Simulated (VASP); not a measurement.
# K2S (Fm-3m) in VASP: settings compared, part 2 of 2

VASP 6.6.1. The steps go on from the part before.

### Step 3. Single point, PBEsol

Contents of INCAR:

```
SYSTEM = K2S
  ALGO = Normal
  EDIFF = 1E-6
  ENCUT = 500
  GGA = PS
  GGA_COMPAT = .FALSE.
  ISIF = 2
  ISMEAR = 0
  LASPH = .TRUE.
  LCHARG = .FALSE.
  LREAL = .FALSE.
  LWAVE = .FALSE.
  NBANDS = 19
  NELM = 120
  PREC = Accurate
  SIGMA = 0.01
```

Contents of KPOINTS:

```
k-points
0
G
  4 4 4
  0 0 0
```

Contents of POSCAR:

```
K2S
1.0
    0.0000000000      3.7027186978      3.7027186978
    3.7027186978      0.0000000000      3.7027186978
    3.7027186978      3.7027186978      0.0000000000
K S
2 1
Direct
    0.2500000000      0.2500000000      0.2500000000
    0.7500000000      0.7500000000      0.7500000000
    0.0000000000      0.0000000000      0.0000000000
```

Potentials or basis: VASP PAW PBE potentials, release 64 (K_sv, S).

The run is started by

```console
> cat potpaw_PBE.64/K_sv/POTCAR potpaw_PBE.64/S/POTCAR > POTCAR
> mpirun -np 1 vasp_std > vasp.out
```

OUTCAR:

```text
SYSTEM = K2S
   EDIFF = 1E-6
   ENCUT = 500
   GGA = PS
   ISIF = 2
   ISMEAR = 0
   LASPH = .TRUE.
   LREAL = .FALSE.
   NELM = 120
   PREC = Accurate

 ion  position               nearest neighbor table
   1  0.250  0.250  0.250-   3 3.21   3 3.21   3 3.21   3 3.21   2 3.70   2 3.70   2 3.70   2 3.70
                             2 3.70   2 3.70
   2  0.750  0.750  0.750-   3 3.21   3 3.21   3 3.21   3 3.21   1 3.70   1 3.70   1 3.70   1 3.70
                             1 3.70   1 3.70
   3  0.000  0.000  0.000-   2 3.21   2 3.21   2 3.21   1 3.21   2 3.21   1 3.21   1 3.21   1 3.21

  LATTYP: Found a face centered cubic cell.
 ALAT       =     7.4054373956

  Lattice vectors:

 A1 = (   0.0000000000,   3.7027186978,   3.7027186978)
 A2 = (   3.7027186978,   0.0000000000,   3.7027186978)
 A3 = (   3.7027186978,   3.7027186978,   0.0000000000)

Analysis of symmetry for initial positions (statically):
=====================================================================
 Subroutine PRICEL returns:
 Original cell was already a primitive cell.

 Routine SETGRP: Setting up the symmetry group for a
 face centered cubic supercell.

 Subroutine GETGRP returns: Found 48 space group operations
 (whereof 48 operations were pure point group operations)
 out of a pool of 48 trial point group operations.

The static configuration has the point symmetry O_h .

Analysis of symmetry for dynamics (positions and initial velocities):
=====================================================================
 Subroutine PRICEL returns:
 Original cell was already a primitive cell.

 Routine SETGRP: Setting up the symmetry group for a
 face centered cubic supercell.

 Subroutine GETGRP returns: Found 48 space group operations
 (whereof 48 operations were pure point group operations)
 out of a pool of 48 trial point group operations.

[... 101 lines left out ...]
   EFERMI_NEDOS =   21; number of points for ismear=-14 and -15
   IALGO  =     38    algorithm
   IMIX   =      4    mixing-type and parameters
     AMIX     =   0.40;   BMIX     =  1.00
     AMIX_MAG =   1.60;   BMIX_MAG =  1.00
  volume/ion in A,a.u.               =      33.84       228.38
  Fermi-wavevector in a.u.,A,eV,Ry     =   1.012235  1.912846 13.940787  1.024619
  Thomas-Fermi vector in A             =   2.145332
   LORBIT       =      0    0 simple, 1 ext, 2 COOP (PROOUT), +10 PAW based schemes
   GGA     = PS    functional components
   LHFCALC =     F    Hartree Fock is set to
   AEXX    =    0.0000 exact exchange contribution
   IVDW    =     0    specifies the selected vdW correction
   LEPSILON=     F    determine dielectric tensor
   LRPA    =     F    only Hartree local field effects (RPA)
 non-spin polarized calculation
 Gauss-broadening in eV      SIGMA  =   0.01
  energy-cutoff  :      500.00
  volume of cell :      101.53
 maximum number of plane-waves:      2637
 NGX is ok and might be reduce to    40
   NGX = 19   NGY = 19   NGZ = 19

 number of electron      23.9999996 magnetization

 Free energy of the ion-electron system (eV)
  ---------------------------------------------------
  ext. energy  EPLUGINS =         0.00000000
  ---------------------------------------------------
  free energy    TOTEN  =        -9.85990884 eV

  energy without entropy =       -9.85990884  energy(sigma->0) =       -9.85990884

 E-fermi :  -0.3582     XC(G=0):  -7.5005

 val. band max:       -0.4494614101   @ k =   0.5000   0.5000   0.0000
 cond. band min:       1.8282621336   @ k =   0.0000   0.0000   0.0000
 fundamental gap:      2.2777235436
 Fermi energy:        -0.3582206746

 k-point     1 :       0.0000    0.0000    0.0000
  band No.  band energies     occupation
      1     -29.4814      2.00000
      2     -29.3967      2.00000
      3     -13.1438      2.00000
      4     -13.1438      2.00000
      5     -13.1438      2.00000
      6     -12.9002      2.00000
[... 153 lines left out ...]
      6     -13.0385      2.00000
[... 11 lines left out ...]
     18       6.8046      0.00000
     19       7.3176      0.00000

------------------------ aborting loop because EDIFF is reached ----------------------------------------

  FORCE on cell =-STRESS in cart. coord.  units (eV):
  Direction    XX          YY          ZZ          XY          YZ          ZX
  --------------------------------------------------------------------------------------
  -------------------------------------------------------------------------------------
  Total       -0.3101561     -0.3101561     -0.3101561      0.0000000      0.0000000      0.0000000
  in kB       -4.8943928     -4.8943928     -4.8943928      0.0000000      0.0000000      0.0000000
  external PRESSURE =      -4.8943928 kB  Pullay stress =       0.0000000 kB

 VOLUME and BASIS-vectors are now :
 -----------------------------------------------------------------------------
  energy-cutoff  :      500.00
  volume of cell :      101.53
      direct lattice vectors                 reciprocal lattice vectors
     0.000000000  3.702718698  3.702718698    -0.135035913  0.135035913  0.135035913
     3.702718698  0.000000000  3.702718698     0.135035913 -0.135035913  0.135035913
     3.702718698  3.702718698  0.000000000     0.135035913  0.135035913 -0.135035913

 POSITION                                       TOTAL-FORCE (eV/Angst)
 -----------------------------------------------------------------------------------
      1.85136      1.85136      1.85136         0.000000      0.000000      0.000000
      5.55408      5.55408      5.55408        -0.000000     -0.000000     -0.000000
      0.00000      0.00000      0.00000        -0.000000     -0.000000     -0.000000
 -----------------------------------------------------------------------------------
    total drift:                               -0.000000     -0.000000      0.000000

  FREE ENERGIE OF THE ION-ELECTRON SYSTEM (eV)
  ---------------------------------------------------
  free  energy   TOTEN  =        -9.8599088404 eV

  energy  without entropy=       -9.8599088404  energy(sigma->0) =       -9.85990884
```

OSZICAR:

```text
N       E                     dE             d eps       ncg     rms          rms(c)
DAV:   1     0.156862708443E+03    0.15686E+03   -0.10669E+04   304   0.105E+03
DAV:   2     0.172416263301E+01   -0.15514E+03   -0.15151E+03   342   0.297E+02
DAV:   3    -0.108933430306E+02   -0.12618E+02   -0.12570E+02   541   0.690E+01
DAV:   4    -0.111903228273E+02   -0.29698E+00   -0.29682E+00   437   0.991E+00
DAV:   5    -0.111998623315E+02   -0.95395E-02   -0.95390E-02   485   0.124E+00    0.512E+00
DAV:   6    -0.993572981220E+01    0.12641E+01   -0.35003E+00   393   0.729E+00    0.472E+00
DAV:   7    -0.985423408514E+01    0.81496E-01   -0.83545E-01   397   0.303E+00    0.337E+00
DAV:   8    -0.987351362963E+01   -0.19280E-01   -0.26524E-01   348   0.203E+00    0.119E+00
DAV:   9    -0.985580448592E+01    0.17709E-01   -0.88819E-02   373   0.874E-01    0.540E-01
DAV:  10    -0.986164895970E+01   -0.58445E-02   -0.12701E-02   334   0.432E-01    0.239E-01
DAV:  11    -0.985973430638E+01    0.19147E-02   -0.85429E-03   370   0.279E-01    0.130E-01
DAV:  12    -0.985981866514E+01   -0.84359E-04   -0.17345E-03   353   0.124E-01    0.129E-01
DAV:  13    -0.985990747962E+01   -0.88814E-04   -0.47887E-04   334   0.727E-02    0.298E-02
DAV:  14    -0.985990801696E+01   -0.53734E-06   -0.28629E-05   309   0.199E-02    0.821E-03
DAV:  15    -0.985990884043E+01   -0.82347E-06   -0.27145E-06   354   0.638E-03
   1 F= -.98599088E+01 E0= -.98599088E+01  d E =-.370593E-39
```

stdout:

```text
POSCAR found type information on POSCAR K S
 POSCAR found :  2 types and       3 ions
 scaLAPACK will be used
 -----------------------------------------------------------------------------
|                                                                             |
|                                                                             |
|     You enforced a specific xc type in the INCAR file but a different       |
|     I HOPE YOU KNOW WHAT YOU ARE DOING!                                     |
|                                                                             |
 -----------------------------------------------------------------------------

 LDA part: xc-table for (Slater+PW92), standard interpolation
 POSCAR, INCAR and KPOINTS ok, starting setup
 FFT: planning ... GRIDC
 FFT: planning ... GRID_SOFT
 FFT: planning ... GRID
 WAVECAR not read
 entering main loop
```

Run time: 30 s. Hardware: 1 thread of Intel Xeon 8259CL, shared host; peak memory 0.23 GiB.

What came out:

| Quantity | Value |
| --- | --- |
| Free energy | -9.8599 eV |
| Pressure | -0.5 GPa |
| Band gap on the k mesh | 2.28 eV, indirect (least direct gap 2.48 eV) |

Levels at points of the mesh, in eV from the valence-band top:
| k point | band 8 | band 9 | band 10 | band 11 | band 12 | band 13 | band 14 | band 15 | band 16 | band 17 |
| --- | --- | --- | --- | --- | --- | --- | --- | --- | --- | --- |
| (0.00, 0.00, 0.00) | -12.45 | -9.59 | -0.20 | -0.20 | -0.20 | 2.28 | 5.41 | 5.41 | 7.45 | 7.45 |
| (0.50, 0.00, 0.00) | -12.58 | -9.38 | -0.64 | -0.07 | -0.07 | 4.63 | 4.94 | 5.76 | 5.76 | 7.57 |
| (0.50, 0.50, 0.00) | -12.38 | -9.33 | -0.76 | 0.00 | 0.00 | 3.42 | 5.22 | 6.55 | 6.57 | 7.56 |

Caveat: the PAW data sets were made with another functional, which shifts forces and pressure a little. A k mesh can miss the band edges.

### Step 4. Single point, PBE

Contents of INCAR:

```
PREC = Accurate
ENCUT = 500
EDIFF = 1E-6
ISMEAR = 0
SIGMA = 0.01
LREAL = F
LASPH = T
NELM = 120
ALGO = Normal
ISIF = 2
LWAVE = F
LCHARG = F
GGA = PE
NBANDS = 19
GGA_COMPAT = F
```

Contents of KPOINTS:

```
regular mesh
0
Gamma
  5 5 5
```

POSCAR is that of step 3.

The run is started by

```console
> cat potpaw_PBE.64/K_sv/POTCAR potpaw_PBE.64/S/POTCAR > POTCAR
> mpirun -np 1 vasp_std > vasp.out
```

Run time: 37 s. Hardware: 1 thread of Intel Xeon 8259CL, shared host; peak memory 0.23 GiB.

The run converged. Its results:

| Property | Result |
| --- | --- |
| Free energy | -9.4166 eV |
| Pressure | 0.5 GPa |
| Band gap on the k mesh | 2.39 eV, indirect (least direct gap 2.57 eV) |

Levels at points of the mesh, in eV from the valence-band top:
| k point | band 10 | band 11 | band 12 | band 13 | band 14 | band 15 |
| --- | --- | --- | --- | --- | --- | --- |
| (0.00, 0.00, 0.00) | -0.19 | -0.19 | -0.19 | 2.39 | 5.47 | 5.47 |

A k mesh can miss the band edges. PBE gaps usually lie below the measured ones, often by a third to a half.

### Step 5. The runs side by side

| level | k mesh | gap on the mesh (eV) | pressure (GPa) |
| --- | --- | --- | --- |
| PBE | 4 × 4 × 4 | 2.38 | 0.5 |
| PBEsol | 4 × 4 × 4 | 2.28 | -0.5 |
| PBE | 5 × 5 × 5 | 2.39 | 0.5 |

Alike in all rows: task single point; potentials or basis VASP PAW PBE potentials, release 64 (K_sv, S); no spin polarisation; cell as given; cutoff (eV) 500; smearing gaussian 0.01 eV.

On the cell as given the gap runs from 2.28 eV (PBEsol) to 2.39 eV (PBE); the meshes differ, which moves gaps too. The pressure there spans -0.5 GPa (PBEsol) to 0.5 GPa (PBE); a positive pressure means that this level wants a larger cell, a negative one a smaller.

Caveats: the PAW data sets were made with another functional, which shifts forces and pressure a little (some runs).

Total energies depend on the potentials used, so only differences within one code and one set of settings carry meaning.
